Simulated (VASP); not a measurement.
Write the native input for VASP 6.6.1 that does the following.

```
Task                   : electric field gradients
Functional             : PBEsol
Potentials or basis    : VASP PAW PBE potentials, release 64 (Si, W_sv)
Cutoff                 : 520 eV
k mesh                 : 18 × 18 × 18
Occupations            : fermi-dirac, width 0.03 eV
Spin                   : no spin polarisation
Dipole correction      : no
Further INCAR settings : ALGO = Normal; EDIFF = 1e-08; NBANDS = 18
```

The structure of Si2W lies in POSCAR:

```
Si2W
1.0
   -1.6006287224      1.6006287224      3.9268226440
    1.6006287224     -1.6006287224      3.9268226440
    1.6006287224      1.6006287224     -3.9268226440
Si W
2 1
Direct
    0.3330000000      0.3330000000      0.0000000000
    0.6670000000      0.6670000000      0.0000000000
    0.0000000000      0.0000000000      0.0000000000
```

This cell differs from its parent crystal: volume scaled by 0.99.

The input as run:

INCAR

```
  PREC = Accurate
  ENCUT = 520
  EDIFF = 1E-8
  ISMEAR = -1
  SIGMA = 0.03
  LREAL = False
  LASPH = True
  NELM = 100
  ALGO = Normal
  ISIF = 2
  LWAVE = False
  LCHARG = False
  GGA = PS
  LEFG = True
  NBANDS = 18
```

KPOINTS

```
Automatic mesh
0
Gamma
  18 18 18
```

Potentials or basis: VASP PAW PBE potentials, release 64 (Si, W_sv).

Command:

```sh
$ cat potpaw_PBE.64/Si/POTCAR potpaw_PBE.64/W_sv/POTCAR > POTCAR
$ mpirun -np 1 vasp_std > vasp.out
```

Results of the run:

- Pressure: -0.9 GPa
- Largest force: 0.254 eV/Å
- Band gap on the k mesh: zero (band 11 reaches 12.76 eV, above the bottom of band 12 at 11.39 eV)

Caveat: without QUAD_EFG the Cq values of the log hold for a quadrupole moment of 1 mb, not for the nuclei; the PAW data sets were made with another functional, which shifts forces and pressure a little; spin-orbit coupling is left out, which moves the levels of the heavy elements.

Run time: 6 min on 1 thread of Intel Xeon 6975P-C (shared host), peak memory 0.47 GiB.
